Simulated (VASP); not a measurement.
# ScB15N16 (a cell with a defect) in VASP: notebook

ScB15N16 (a cell with a defect) is run at these levels: PBE; tasks: electric field gradients.

Program: VASP 6.6.1. These are calculated values, not measurements. Logs are shortened: lines on timing, memory, paths and dates and some standing lists are left out, and cuts for length are marked.

### 1 The cell of the first run

The cell holds a defect, 32 atoms: a = 6.277 Å, b = 6.277 Å, c = 6.277 Å, α = 109.47°, β = 109.47°, γ = 109.47°.

### 2 Electric field gradients, PBE, collinear spin

Input file INCAR:

```
SYSTEM = ScB15N16
ALGO = Normal
EDIFF = 1E-8
ENCUT = 520
GGA = PE
GGA_COMPAT = .FALSE.
ISIF = 2
ISMEAR = -1
ISPIN = 2
LASPH = .TRUE.
LCHARG = .FALSE.
LEFG = .TRUE.
LMAXMIX = 4
LORBIT = 11
LREAL = .FALSE.
LWAVE = .FALSE.
MAGMOM = 0 0 0 0 0 0 0.01 0 0 0 0 0 0.01 0 0 0.06 0.02 0.01 0.04 0.03 0.01 0.02 0.15 0.04 0.04 0.17 0.01 0.02 0.03 0.04 0.01 0.01
NBANDS = 94
NELECT = 135.0
NELM = 200
NUPDOWN = 1.0
PREC = Accurate
SIGMA = 0.01
```

Input file KPOINTS:

```
Automatic mesh
0
Gamma
  2 2 2
  0.5 0.5 0.5
```

Input file POSCAR:

```
ScB15N16
1.0
   -3.6241103844      3.6241103844     -3.6241103844
    3.6241103844      3.6241103844      3.6241103844
    3.6241103844     -3.6241103844     -3.6241103844
B Sc N
15 1 16
Direct
   -0.0094681523     -0.0107317036     -0.0077344970
    0.0016339377      0.2477165090      0.7587109220
   -0.0054433011      0.5084003458      0.5010452233
   -0.0087165112      0.7425755514      0.2433587322
    0.2489749336      0.0002673284      0.7587094852
    0.2462850707      0.5070023917      0.2460206687
    0.2513285238      0.7500191903      0.0011142902
    0.5096822635     -0.0070157140      0.5010464186
    0.5084018621      0.2450219650      0.2457836869
    0.4993365136      0.4980650768      0.0097779181
    0.5013084406      0.7620219841      0.7560514569
    0.7438770032     -0.0100087859      0.2433240172
    0.7512630237      0.2499166440      0.0009630218
    0.7636414582      0.5002575923      0.7562940976
    0.7475078449      0.7461063211      0.5010328103
    0.2736486776      0.2715605024      0.5009267960
   -0.0390872931     -0.0403538233      0.2114373364
   -0.0033942612      0.2483124991      0.0041366696
    0.0099403425      0.5027003219      0.7545836090
   -0.0049254798      0.7560510077      0.5010475341
    0.2496743413     -0.0046717181      0.0041950562
    0.2505630576      0.2492889835      0.7906060452
    0.2435284543      0.5602793059      0.5010494385
    0.2504956733      0.7549942621      0.2475491392
    0.5039761002      0.0084528931      0.7545091639
    0.5627387085      0.2422564416      0.5010360932
    0.5009885919      0.4996166380      0.2594409365
    0.4934889272      0.7451953254     -0.0020799594
    0.7574715564     -0.0062896191      0.5010469162
    0.7564155217      0.2491586631      0.2475051798
    0.7465317584      0.4921647974     -0.0021183798
    0.7425690393      0.7411929060      0.7426125496
```

Potentials or basis: VASP PAW PBE potentials, release 64 (B, Sc_sv, N).

The run is started by

```console
$ cat potpaw_PBE.64/B/POTCAR potpaw_PBE.64/Sc_sv/POTCAR potpaw_PBE.64/N/POTCAR > POTCAR
$ mpirun -np 1 vasp_std > vasp.out
```

OUTCAR:

```text
SYSTEM = ScB15N16
   EDIFF = 1E-8
   ENCUT = 520
   GGA = PE
   ISIF = 2
   ISMEAR = -1
   ISPIN = 2
   LASPH = .TRUE.
   LORBIT = 11
   LREAL = .FALSE.
   NELECT = 135.0
   NELM = 200
   NUPDOWN = 1.0
   PREC = Accurate

 ion  position               nearest neighbor table
   1  0.991  0.989  0.992-  17 1.51  32 1.56  18 1.59  21 1.59  16 2.62
   2  0.002  0.248  0.759-  22 1.50  18 1.55  29 1.58  19 1.59  16 2.72
   3  0.995  0.508  0.501-  23 1.49  20 1.55  30 1.58  19 1.58  16 2.65
   4  0.991  0.743  0.243-  17 1.50  31 1.55  20 1.58  24 1.59  16 2.71
   5  0.249  0.000  0.759-  22 1.50  21 1.55  20 1.58  25 1.59  16 2.71
   6  0.246  0.507  0.246-  23 1.53  24 1.54  18 1.57  27 1.59  16 2.52
   7  0.251  0.750  0.001-  21 1.54  28 1.54  24 1.54  19 1.54
   8  0.510  0.993  0.501-  26 1.49  29 1.55  25 1.57  24 1.57  16 2.64
   9  0.508  0.245  0.246-  26 1.53  30 1.54  21 1.57  27 1.59  16 2.51
  10  0.499  0.498  0.010-  22 1.51  27 1.56  28 1.59  31 1.59  16 2.62
  11  0.501  0.762  0.756-  23 1.53  25 1.54  28 1.57  32 1.59  16 2.52
  12  0.744  0.990  0.243-  17 1.50  28 1.55  29 1.58  30 1.59  16 2.72
  13  0.751  0.250  0.001-  18 1.54  31 1.54  25 1.54  30 1.54
  14  0.764  0.500  0.756-  26 1.53  19 1.54  31 1.57  32 1.59  16 2.52
  15  0.748  0.746  0.501-  20 1.53  29 1.53  32 1.54  27 1.54
  16  0.274  0.272  0.501-  23 1.88  26 1.88  17 1.92  22 1.92   9 2.51  14 2.52   6 2.52  11 2.52
                             1 2.62  10 2.62   8 2.64   3 2.65   4 2.71   5 2.71  12 2.72   2 2.72
  17  0.961  0.960  0.211-  12 1.50   4 1.50   1 1.51  16 1.92
  18  0.997  0.248  0.004-  13 1.54   2 1.55   6 1.57   1 1.59
  19  0.010  0.503  0.755-   7 1.54  14 1.54   3 1.58   2 1.59
  20  0.995  0.756  0.501-  15 1.53   3 1.55   5 1.58   4 1.58
  21  0.250  0.995  0.004-   7 1.54   5 1.55   9 1.57   1 1.59
  22  0.251  0.249  0.791-   2 1.50   5 1.50  10 1.51  16 1.92
[... 8 lines left out ...]
  31  0.747  0.492  0.998-  13 1.54   4 1.55  14 1.57  10 1.59
  32  0.743  0.741  0.743-  15 1.54   1 1.56  14 1.59  11 1.59

  LATTYP: Found a body centered cubic cell.
 ALAT       =     7.2482207688

  Lattice vectors:

 A1 = (  -3.6241103844,   3.6241103844,  -3.6241103844)
 A2 = (   3.6241103844,   3.6241103844,   3.6241103844)
 A3 = (   3.6241103844,  -3.6241103844,  -3.6241103844)

Analysis of symmetry for initial positions (statically):
=====================================================================
 Subroutine PRICEL returns:
 Original cell was already a primitive cell.

 Routine SETGRP: Setting up the symmetry group for a
 body centered cubic supercell.

 Subroutine GETGRP returns: Found  1 space group operations
 (whereof  1 operations were pure point group operations)
 out of a pool of 48 trial point group operations.

The static configuration has the point symmetry C_1 .

Analysis of symmetry for dynamics (positions and initial velocities):
=====================================================================
 Subroutine PRICEL returns:
 Original cell was already a primitive cell.

 Routine SETGRP: Setting up the symmetry group for a
 body centered cubic supercell.

 Subroutine GETGRP returns: Found  1 space group operations
 (whereof  1 operations were pure point group operations)
 out of a pool of 48 trial point group operations.

The dynamic configuration has the point symmetry C_1 .

Analysis of structural, dynamic, and magnetic symmetry:
=====================================================================
 Subroutine PRICEL returns:
 Original cell was already a primitive cell.

 Routine SETGRP: Setting up the symmetry group for a
 body centered cubic supercell.

 Subroutine GETGRP returns: Found  1 space group operations
 (whereof  1 operations were pure point group operations)
 out of a pool of 48 trial point group operations.

The overall configuration has the point symmetry C_1 .

 Subroutine INISYM returns: Found  1 space group operations
 (whereof  1 operations are pure point group operations),
 and found     1 'primitive' translations

----------------------------------------------------------------------------------------

                                     Primitive cell

  volume of cell :     190.3988

  direct lattice vectors                    reciprocal lattice vectors
[... 177 lines left out ...]
 cond. band min:       7.5491847944   @ k =   0.2500  -0.2500   0.2500
 fundamental gap:      0.1158142407
 Fermi energy:         7.7405664196

 spin component 1

 k-point     1 :       0.2500    0.2500    0.2500
  band No.  band energies     occupation
      1     -39.4235      1.00000
      2     -18.7317      1.00000
      3     -18.5860      1.00000
      4     -18.4533      1.00000
      5     -11.2549      1.00000
      6     -11.1823      1.00000
[... 317 lines left out ...]
     78      15.9179      0.00000
     79      16.2853      0.00000
 Fermi energy:         7.4912767928

 spin component 2

 k-point     1 :       0.2500    0.2500    0.2500
  band No.  band energies     occupation
      1     -39.3371      1.00000
      2     -18.5957      1.00000
      3     -18.4702      1.00000
      4     -18.4216      1.00000
      5     -11.1797      1.00000
      6     -11.1204      1.00000
[... 317 lines left out ...]
     78      15.9412      0.00000
     79      16.3334      0.00000
 [bands above 79 left out]

------------------------ aborting loop because EDIFF is reached ----------------------------------------

  FORCE on cell =-STRESS in cart. coord.  units (eV):
  Direction    XX          YY          ZZ          XY          YZ          ZX
  --------------------------------------------------------------------------------------
  -------------------------------------------------------------------------------------
  Total       21.3319768     17.6432131     21.3329217     -0.0625276     -0.0891332      5.3114153
  in kB      179.5053686    148.4649788    179.5133196     -0.5261601     -0.7500422     44.6947590
  external PRESSURE =     169.1612223 kB  Pullay stress =       0.0000000 kB

 VOLUME and BASIS-vectors are now :
 -----------------------------------------------------------------------------
  energy-cutoff  :      520.00
  volume of cell :      190.40
      direct lattice vectors                 reciprocal lattice vectors
    -3.624110384  3.624110384 -3.624110384     0.000000000  0.137964893 -0.137964893
     3.624110384  3.624110384  3.624110384     0.137964893  0.137964893  0.000000000
     3.624110384 -3.624110384 -3.624110384     0.137964893  0.000000000 -0.137964893

 POSITION                                       TOTAL-FORCE (eV/Angst)
 -----------------------------------------------------------------------------------
      3.59150      3.57893     -3.60066        -0.058617      0.013649      0.057899
      3.64148     -1.84598     -1.85782        -0.126248      0.026033      0.173990
      0.05396      3.63104     -3.57773         0.153415      0.129839      0.152446
     -0.01939      5.40174     -1.78330         0.125427      0.025988     -0.182375
      1.84830     -1.84637     -3.65099        -0.179839      0.026338      0.126415
      1.83647      1.83839      0.05326         0.057659      0.118791      0.010363
[... 24 lines left out ...]
      2.69458      0.87274     -4.53829        -0.057074     -0.063550      0.068679
      2.68632      2.68601     -2.69630         0.007491     -0.021466     -0.006906
 -----------------------------------------------------------------------------------
    total drift:                               -0.000077     -0.000279      0.000155

  FREE ENERGIE OF THE ION-ELECTRON SYSTEM (eV)
  ---------------------------------------------------
  free  energy   TOTEN  =      -280.0089412481 eV

  energy  without entropy=     -280.0087346151  energy(sigma->0) =     -280.00883793

 Electric field gradients (V/A^2)
---------------------------------------------------------------------
 ion       V_xx      V_yy      V_zz      V_xy      V_xz      V_yz
---------------------------------------------------------------------
   1       1.275    -2.571     1.296     1.157     2.405    -1.213
   2       1.044     1.113    -2.157     2.528    -0.471     1.667
   3       1.295    -2.592     1.297    -0.034    -1.010    -0.037
   4       1.033     1.136    -2.168    -2.521    -0.424    -1.680
   5      -2.168     1.131     1.036    -1.684    -0.427    -2.515
   6      -2.480     0.777     1.703    -2.260    -0.824    -0.296
[... 24 lines left out ...]
  31      -0.631    -0.028     0.659    -9.759    -2.387    -0.822
  32      -2.123     4.233    -2.111     3.230    13.617    -3.132
---------------------------------------------------------------------

 Electric field gradients after diagonalization (V/A^2)
 (convention: |V_zz| > |V_xx| > |V_yy|)
----------------------------------------------------------------------
 ion       V_xx      V_yy      V_zz     asymmetry (V_yy - V_xx)/ V_zz
----------------------------------------------------------------------
   1      -3.671    -0.019     3.691       0.989
   2      -3.415    -0.325     3.741       0.826
   3       2.306     0.287    -2.593       0.779
   4      -3.399    -0.355     3.754       0.811
   5      -3.402    -0.346     3.748       0.815
   6       2.007     1.767    -3.774       0.063
[... 24 lines left out ...]
  31       9.567     0.994   -10.561       0.812
  32      11.501     5.200   -16.700       0.377
----------------------------------------------------------------------

           NMR quadrupolar parameters

 Cq : quadrupolar parameter    Cq=e*Q*V_zz/h
 eta: asymmetry parameters     (V_yy - V_xx)/ V_zz
 Q  : nuclear electric quadrupole moment in mb (millibarn)
----------------------------------------------------------------------
 ion       Cq(MHz)       eta       Q (mb)
----------------------------------------------------------------------
   1       0.009       0.989       1.000
   2       0.009       0.826       1.000
   3      -0.006       0.779       1.000
   4       0.009       0.811       1.000
   5       0.009       0.815       1.000
   6      -0.009       0.063       1.000
[... 24 lines left out ...]
  31      -0.026       0.812       1.000
  32      -0.040       0.377       1.000
----------------------------------------------------------------------

 total charge

# of ion       s       p       d       tot
------------------------------------------
    1        0.675   1.360   0.000   2.034
    2        0.678   1.368   0.000   2.046
    3        0.685   1.396   0.000   2.081
    4        0.678   1.368   0.000   2.046
    5        0.678   1.368   0.000   2.046
    6        0.679   1.370   0.000   2.049
[... 24 lines left out ...]
   31        1.216   2.751   0.000   3.967
   32        1.214   2.743   0.000   3.958
--------------------------------------------------
tot         32.197  71.266   1.746 105.208

 magnetization (x)

# of ion       s       p       d       tot
------------------------------------------
    1       -0.000  -0.000   0.000  -0.001
    2       -0.000   0.001   0.000   0.000
    3       -0.001  -0.001   0.000  -0.002
    4       -0.000   0.001   0.000   0.000
    5       -0.000   0.001   0.000   0.000
    6       -0.001  -0.000   0.000  -0.002
[... 24 lines left out ...]
   31        0.001   0.015   0.000   0.016
   32        0.000   0.006   0.000   0.006
--------------------------------------------------
tot          0.016   0.755   0.110   0.881
```

Wall time 4 min (1 thread of Intel Xeon Platinum 8488C (Sapphire Rapids), shared host); peak memory 0.45 GiB.

What came out:

- Free energy: -280.0089 eV
- Largest force: 0.407 eV/Å
- Net moment: 1.00 μB per cell
- Site moments: B -0.00, +0.00, +0.01 (each value once); Sc +0.14; N +0.02, +0.04, +0.18, +0.19, +0.01 (each value once) μB
- Largest electric field gradient by atom: B +3.7, -2.6, +3.8, -3.8, -2.1, -3.7, -2.5 (each value once); Sc -13.2; N -49.3, -10.3, -8.2, -9.7, -10.6, -23.1, -8.4, -20.0, -16.7, -9.6 (each value once) V/Å²
- Valence electrons inside the program's atomic spheres: B 2.03, 2.05, 2.08, 2.12 (each value once); Sc 10.50; N 4.06, 3.97, 3.96, 4.03 (each value once)

Forces in eV/Å, atoms in the order of the input:
```
B   -0.059  0.014  0.058
B   -0.126  0.026  0.174
B    0.153  0.130  0.152
B    0.125  0.026 -0.182
B   -0.180  0.026  0.126
B    0.058  0.119  0.010
B    0.002  0.016 -0.002
B   -0.160  0.122 -0.159
B   -0.012  0.122 -0.050
B    0.058  0.008 -0.059
B    0.008  0.115  0.057
B    0.176  0.031 -0.133
B    0.000  0.018  0.007
B   -0.050  0.122 -0.010
B    0.000  0.276 -0.001
Sc   0.021 -0.092  0.013
N   -0.059 -0.118  0.063
N    0.054 -0.060 -0.072
N    0.084 -0.044 -0.031
N   -0.062 -0.258 -0.060
N    0.069 -0.061 -0.056
N    0.056 -0.117 -0.055
N   -0.286  0.054 -0.284
N   -0.089 -0.038  0.035
N    0.041 -0.035 -0.091
N    0.270  0.058  0.268
N   -0.006 -0.021  0.006
N   -0.069 -0.058  0.057
N    0.065 -0.250  0.069
N   -0.032 -0.046  0.087
N   -0.057 -0.064  0.069
N    0.007 -0.021 -0.007
```

Electric field gradients, principal values (V/Å²):
| atom | least | middle | greatest (by size) |
| --- | --- | --- | --- |
| 1 B | -0.019 | -3.671 | 3.691 |
| 2 B | -0.325 | -3.415 | 3.741 |
| 3 B | 0.287 | 2.306 | -2.593 |
| 4 B | -0.355 | -3.399 | 3.754 |
| 5 B | -0.346 | -3.402 | 3.748 |
| 6 B | 1.767 | 2.007 | -3.774 |
| 7 B | 0.835 | 1.230 | -2.065 |
| 8 B | 0.507 | 2.092 | -2.599 |
| 9 B | 1.571 | 2.274 | -3.845 |
| 10 B | 0.006 | 3.672 | -3.679 |
| 11 B | 1.770 | 2.005 | -3.775 |
| 12 B | -0.354 | -3.396 | 3.749 |
| 13 B | 0.837 | 1.227 | -2.063 |
| 14 B | 1.574 | 2.272 | -3.846 |
| 15 B | 0.991 | 1.529 | -2.520 |
| 16 Sc | 1.329 | 11.828 | -13.157 |
| 17 N | 23.688 | 25.636 | -49.324 |
| 18 N | 0.902 | 9.394 | -10.296 |
| 19 N | 3.421 | 4.773 | -8.193 |
| 20 N | 4.607 | 5.118 | -9.724 |
| 21 N | 1.002 | 9.579 | -10.581 |
| 22 N | 23.691 | 25.606 | -49.297 |
| 23 N | 8.810 | 14.339 | -23.149 |
| 24 N | 3.101 | 5.264 | -8.365 |
| 25 N | 3.091 | 5.262 | -8.353 |
| 26 N | 7.255 | 12.735 | -19.990 |
| 27 N | 5.217 | 11.501 | -16.718 |
| 28 N | 0.905 | 9.385 | -10.290 |
| 29 N | 4.731 | 4.824 | -9.555 |
| 30 N | 3.417 | 4.787 | -8.204 |
| 31 N | 0.994 | 9.567 | -10.561 |
| 32 N | 5.200 | 11.501 | -16.700 |

Caveat: the k points lie up to 0.61 Å⁻¹ apart; the cell carries a net charge on a neutralising background, which shifts energy and pressure; the cell is charged against a uniform background, so pressure and absolute levels hang on convention; without QUAD_EFG the Cq values of the log hold for a quadrupole moment of 1 mb, not for the nuclei; the total moment is fixed, so each spin has its own Fermi level and the state may be an excited one.

[end of part 1 of 2]
